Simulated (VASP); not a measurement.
# Pt (P6_3/mmc) in VASP: single point with PBEsol

Aim: the single point of Pt with PBEsol.

All numbers are computed with VASP 6.6.1; they aren't measurements. Logs are shortened: lines on timing, memory, paths and dates and some standing lists are left out, and cuts for length are marked.

## Step 1: The cell of the first run

Symmetry: P6_3/mmc, No. 194, hexagonal system. The conventional cell has a = 2.725 Å, b = 2.725 Å, c = 4.707 Å, α = 90.00°, β = 90.00°, γ = 120.00°. Within 3.6 Å of Pt (site symmetry -6m2) lie 12 Pt at 2.73 to 2.83 Å.

This isn't the form of Pt at room conditions, which is fcc.

## Step 2: Single point, PBEsol

Input file POSCAR:

```
Pt
1.0
    2.7251696198      0.0000000000      0.0000000000
   -1.3625848099      2.3600661203      0.0000000000
    0.0000000000      0.0000000000      4.7068056324
Pt
2
Direct
    0.6666666667      0.3333333333      0.7500000000
    0.3333333333      0.6666666667      0.2500000000
```

Input file INCAR.step1:

```
SYSTEM = Pt
ALGO     = Normal         ! electronic algorithm
EDIFF    = 1E-6           ! SCF threshold, eV
ENCUT    = 520            ! plane-wave cutoff, eV
GGA      = PS             ! functional
ISIF     = 2              ! what is computed and relaxed
ISMEAR   = 0              ! smearing method
LASPH    = .True.         ! aspherical terms in the spheres
LCHARG   = .True.         ! write CHGCAR
LMAXMIX  = 4              ! l up to which the mixer works
LREAL    = .False.        ! projectors in reciprocal space
LWAVE    = .False.        ! write WAVECAR
NBANDS   = 17             ! bands
NELM     = 80             ! most SCF steps
PREC     = Accurate       ! precision mode
SIGMA    = 0.1            ! smearing width, eV
```

Input file KPOINTS.step1:

```
k-points
0
Gamma
  18 18 10
  0 0 0
```

Input file INCAR.step2:

```
SYSTEM = Pt
ALGO     = Normal         ! electronic algorithm
EDIFF    = 1E-6           ! SCF threshold, eV
ENCUT    = 520            ! plane-wave cutoff, eV
GGA      = PS             ! functional
ICHARG   = 11             ! starting density
ISIF     = 2              ! what is computed and relaxed
ISMEAR   = -5             ! smearing method
LASPH    = .True.         ! aspherical terms in the spheres
LCHARG   = .False.        ! write CHGCAR
LMAXMIX  = 4              ! l up to which the mixer works
LORBIT   = 11             ! projections on sites
LREAL    = .False.        ! projectors in reciprocal space
LWAVE    = .False.        ! write WAVECAR
NBANDS   = 17             ! bands
NEDOS    = 1001           ! points of the DOS
NELM     = 80             ! most SCF steps
PREC     = Accurate       ! precision mode
SIGMA    = 0.1            ! smearing width, eV
```

Input file KPOINTS.step2:

```
k-points
0
Gamma
  27 27 15
  0 0 0
```

Potentials or basis: VASP PAW PBE potentials, release 64 (Pt).

Command:

```
> cat potpaw_PBE.64/Pt/POTCAR > POTCAR
> cp INCAR.step1 INCAR
> cp KPOINTS.step1 KPOINTS
> mpirun -np 1 vasp_std > vasp.out
> cp INCAR.step2 INCAR
> cp KPOINTS.step2 KPOINTS
> mpirun -np 1 vasp_std > vasp.out
```

OUTCAR:

```text
SYSTEM = Pt
   EDIFF = 1E-6
   ENCUT = 520
   GGA = PS
   ICHARG = 11
   ISIF = 2
   ISMEAR = -5
   LASPH = .True.
   LORBIT = 11
   LREAL = .False.
   NELM = 80
   PREC = Accurate

 ion  position               nearest neighbor table
   1  0.667  0.333  0.750-   2 2.83   2 2.83   2 2.83   2 2.83   2 2.83   2 2.83
   2  0.333  0.667  0.250-   1 2.83   1 2.83   1 2.83   1 2.83   1 2.83   1 2.83

  LATTYP: Found a hexagonal cell.
 ALAT       =     2.7251696198
 C/A-ratio  =     1.7271606135

  Lattice vectors:

 A1 = (   2.7251696198,   0.0000000000,   0.0000000000)
 A2 = (  -1.3625848099,   2.3600661203,   0.0000000000)
 A3 = (   0.0000000000,   0.0000000000,   4.7068056324)

Analysis of symmetry for initial positions (statically):
=====================================================================
 Subroutine PRICEL returns:
 Original cell was already a primitive cell.

 Routine SETGRP: Setting up the symmetry group for a
 hexagonal supercell.

 Subroutine GETGRP returns: Found 24 space group operations
 (whereof 12 operations were pure point group operations)
 out of a pool of 24 trial point group operations.

The static configuration has the point symmetry D_3d.
 The point group associated with its full space group is D_6h.

Analysis of symmetry for dynamics (positions and initial velocities):
=====================================================================
 Subroutine PRICEL returns:
 Original cell was already a primitive cell.

 Routine SETGRP: Setting up the symmetry group for a
 hexagonal supercell.

 Subroutine GETGRP returns: Found 24 space group operations
 (whereof 12 operations were pure point group operations)
 out of a pool of 24 trial point group operations.

The dynamic configuration has the point symmetry D_3d.
 The point group associated with its full space group is D_6h.

 Subroutine INISYM returns: Found 24 space group operations
 (whereof 12 operations are pure point group operations),
 and found     1 'primitive' translations

----------------------------------------------------------------------------------------

                                     Primitive cell

  volume of cell :      30.2722

  direct lattice vectors                    reciprocal lattice vectors
     2.725169620  0.000000000  0.000000000     0.366949636  0.211858471  0.000000000
    -1.362584810  2.360066120  0.000000000     0.000000000  0.423716942  0.000000000
     0.000000000  0.000000000  4.706805632     0.000000000  0.000000000  0.212458316

  length of vectors
     2.725169620  2.725169620  4.706805632     0.423716942  0.423716942  0.212458316

  position of ions in fractional coordinates (direct lattice)
     0.666666667  0.333333333  0.750000000
     0.333333333  0.666666667  0.250000000

  ion indices of the primitive-cell ions
   primitive index   ion index
                 1           1
                 2           2

----------------------------------------------------------------------------------------

 KPOINTS: k-points

Automatic generation of k-mesh.
 Grid dimensions read from file:
 generate k-points for:   27   27   15

 Generating k-lattice:

  Cartesian coordinates                     Fractional coordinates (reciprocal lattice)
     0.013590727  0.007846610  0.000000000     0.037037037 -0.000000000  0.000000000
     0.000000000  0.015693220  0.000000000     0.000000000  0.037037037  0.000000000
     0.000000000  0.000000000  0.014163888     0.000000000  0.000000000  0.066666667

  Length of vectors
     0.015693220  0.015693220  0.014163888

  Shift w.r.t. Gamma in fractional coordinates (k-lattice)
     0.000000000  0.000000000  0.000000000

 TETIRR: Found  10722 inequivalent tetrahedra from    65610

 Subroutine IBZKPT returns following result:
 ===========================================

 Found    600 irreducible k-points:

 Following reciprocal coordinates:
            Coordinates               Weight
  0.000000  0.000000  0.000000      1.000000
  0.037037  0.000000  0.000000      6.000000
  0.074074  0.000000  0.000000      6.000000
  0.111111 -0.000000  0.000000      6.000000
  0.148148 -0.000000  0.000000      6.000000
  0.185185 -0.000000  0.000000      6.000000
[... 16 lines left out ...]
  0.333333  0.037037  0.000000     12.000000
  0.370370  0.037037  0.000000     12.000000
 [... further k-points ...]
   k-points           NKPTS =    600   k-points in BZ     NKDIM =    600   number of bands    NBANDS=     17
   number of dos      NEDOS =   1001   number of ions     NIONS =      2
   total plane-waves  NPLWV =  14400
   dimension x,y,z NGX =    20 NGY =   20 NGZ =   36
   dimension x,y,z NGXF=    40 NGYF=   40 NGZF=   72
   ions per type =               2
   NGX,Y,Z   is equivalent  to a cutoff of  12.20, 12.20, 12.72 a.u.
   NGXF,Y,Z  is equivalent  to a cutoff of  24.40, 24.40, 25.43 a.u.
 SYSTEM =  Pt
   PREC   = accura    normal or accurate (medium, high low for compatibility)
   ISTART =      0    job   : 0-new  1-cont  2-samecut
   ICHARG =     11    charge: 1-file 2-atom 10-const
   ISPIN  =      1    spin polarized calculation?
   LNONCOLLINEAR =      F non collinear calculations
   LSORBIT =      F    spin-orbit coupling
   LASPH  =      T    aspherical Exc in radial PAW
   ENCUT  =  520.0 eV  38.22 Ry    6.18 a.u.   5.07  5.07  8.75*2*pi/ulx,y,z
   NELM   =     80;   NELMIN=  2; NELMDL=  0     # of ELM steps
   EDIFF  = 0.1E-05   stopping-criterion for ELM
   LREAL  =      F    real-space projection
   EDIFFG = 0.1E-04   stopping-criterion for IOM
   NSW    =      0    number of steps for IOM
[... 5 lines left out ...]
   TEBEG  =    0.0;   TEEND  =   0.0 temperature during run
   PSTRESS=    0.0 pullay stress
   NELECT =      20.0000    total number of electrons
   NUPDOWN=      -1.0000    fix difference up-down
   EMIN   =  10.00;   EMAX   =-10.00  energy-range for DOS
   EFERMI =   0.00;   METHOD = LEGACY
   ISMEAR =    -5;   SIGMA  =   0.10  broadening in eV -4-tet -1-fermi 0-gaus
   EFERMI_NEDOS =   21; number of points for ismear=-14 and -15
   IALGO  =     38    algorithm
   IMIX   =      4    mixing-type and parameters
     AMIX     =   0.40;   BMIX     =  1.00
     AMIX_MAG =   1.60;   BMIX_MAG =  1.00
  volume/ion in A,a.u.               =      15.14       102.14
  Fermi-wavevector in a.u.,A,eV,Ry     =   1.425838  2.694443 27.660833  2.033014
  Thomas-Fermi vector in A             =   2.546179
   LORBIT       =     11    0 simple, 1 ext, 2 COOP (PROOUT), +10 PAW based schemes
   GGA     = PS    functional components
   LHFCALC =     F    Hartree Fock is set to
   AEXX    =    0.0000 exact exchange contribution
   IVDW    =     0    specifies the selected vdW correction
   LEPSILON=     F    determine dielectric tensor
   LRPA    =     F    only Hartree local field effects (RPA)
 non-spin polarized calculation
 Fermi weights with tetrahedron method with Bloechl corrections
  energy-cutoff  :      520.00
  volume of cell :       30.27
 maximum number of plane-waves:       837

 number of electron      20.0000000 magnetization

 Free energy of the ion-electron system (eV)
  ---------------------------------------------------
  ext. energy  EPLUGINS =         0.00000000
  ---------------------------------------------------
  free energy    TOTEN  =       -13.80021308 eV

  energy without entropy =      -13.80021308  energy(sigma->0) =      -13.80021308

 E-fermi :  10.9904     XC(G=0): -13.6023

 val. band max:       11.0375700962   @ k =   0.4074   0.0000   0.0000
 cond. band min:      10.9678668703   @ k =   0.4074   0.0000   0.3333
 fundamental gap:     -0.0697032259
 Fermi energy:        10.9903785848

 k-point     1 :       0.0000    0.0000    0.0000
  band No.  band energies     occupation
      1       0.7675      2.00000
      2       3.4934      2.00000
      3       6.8066      2.00000
      4       7.3276      2.00000
      5       7.3276      2.00000
      6       7.7304      2.00000
[... 9 lines left out ...]
     16      28.2820      0.00000
     17      32.4130      0.00000

 k-point     2 :       0.0370    0.0000    0.0000
  band No.  band energies     occupation
      1       0.8195      2.00000
      2       3.5419      2.00000
      3       6.8024      2.00000
      4       7.3233      2.00000
      5       7.3681      2.00000
      6       7.7028      2.00000
[... 9 lines left out ...]
     16      28.3612      0.00000
     17      32.0696      0.00000

 k-point     3 :       0.0741    0.0000    0.0000
  band No.  band energies     occupation
      1       0.9739      2.00000
      2       3.6838      2.00000
      3       6.7735      2.00000
      4       7.3289      2.00000
      5       7.4889      2.00000
      6       7.6281      2.00000
[... 9 lines left out ...]
     16      28.5675      0.00000
     17      31.2643      0.00000

 k-point     4 :       0.1111   -0.0000    0.0000
  band No.  band energies     occupation
      1       1.2253      2.00000
      2       3.9071      2.00000
      3       6.6937      2.00000
      4       7.3481      2.00000
      5       7.5593      2.00000
      6       7.6872      2.00000
[... 9 lines left out ...]
     16      28.7403      0.00000
     17      30.6063      0.00000
[... 343 lines left out ...]
      1       3.5837      2.00000
      2       4.6889      2.00000
      3       5.7069      2.00000
      4       6.7588      2.00000
      5       7.2360      2.00000
      6       7.7557      2.00000
[... 9 lines left out ...]
     16      26.1153      0.00000
     17      27.7347      0.00000

 k-point    23 :       0.3333    0.0370    0.0000
  band No.  band energies     occupation
      1       3.8881      2.00000
      2       4.5572      2.00000
      3       5.4258      2.00000
      4       6.9318      2.00000
      5       7.5684      2.00000
      6       7.6306      2.00000
[... 9 lines left out ...]
     16      25.6067      0.00000
     17      26.0841      0.00000

 k-point    24 :       0.3704    0.0370    0.0000
  band No.  band energies     occupation
      1       4.0736      2.00000
      2       4.4333      2.00000
      3       5.2051      2.00000
      4       7.1909      2.00000
      5       7.5314      2.00000
      6       7.7787      2.00000
[... 9 lines left out ...]
     16      24.6073      0.00000
     17      25.1673      0.00000

 [... further k-points ...]

------------------------ aborting loop because EDIFF is reached ----------------------------------------

  FORCE on cell =-STRESS in cart. coord.  units (eV):
  Direction    XX          YY          ZZ          XY          YZ          ZX
  --------------------------------------------------------------------------------------
  -------------------------------------------------------------------------------------
  Total       -0.0682125     -0.0682125     -0.1035668     -0.0000000     -0.0000000     -0.0000000
  in kB       -3.6101927     -3.6101927     -5.4813478     -0.0000000     -0.0000000     -0.0000000
  external PRESSURE =      -4.2339111 kB  Pullay stress =       0.0000000 kB

 VOLUME and BASIS-vectors are now :
 -----------------------------------------------------------------------------
  energy-cutoff  :      520.00
  volume of cell :       30.27
      direct lattice vectors                 reciprocal lattice vectors
     2.725169620  0.000000000  0.000000000     0.366949636  0.211858471  0.000000000
    -1.362584810  2.360066120  0.000000000     0.000000000  0.423716942  0.000000000
     0.000000000  0.000000000  4.706805632     0.000000000  0.000000000  0.212458316

 POSITION                                       TOTAL-FORCE (eV/Angst)
 -----------------------------------------------------------------------------------
      1.36258      0.78669      3.53010         0.000000      0.000000      0.000000
     -0.00000      1.57338      1.17670        -0.000000     -0.000000      0.000000
 -----------------------------------------------------------------------------------
    total drift:                               -0.000000      0.000000     -0.000000

  FREE ENERGIE OF THE ION-ELECTRON SYSTEM (eV)
  ---------------------------------------------------
  free  energy   TOTEN  =       -13.8002130809 eV

  energy  without entropy=      -13.8002130809  energy(sigma->0) =      -13.80021308

 total charge

# of ion       s       p       d       tot
------------------------------------------
    1        0.633   0.612   8.039   9.284
    2        0.633   0.612   8.039   9.284
--------------------------------------------------
tot          1.266   1.224  16.078  18.568
```

Wall time 3.2 min (1 thread of Intel Xeon 6975P-C (Granite Rapids), shared host); peak memory 0.37 GiB.

What came out:

- Valence electrons inside the program's atomic spheres: Pt 9.28

Caveat: the PAW data sets were made with another functional, which shifts forces and pressure a little; spin-orbit coupling is left out, which moves the levels of the heavy elements.
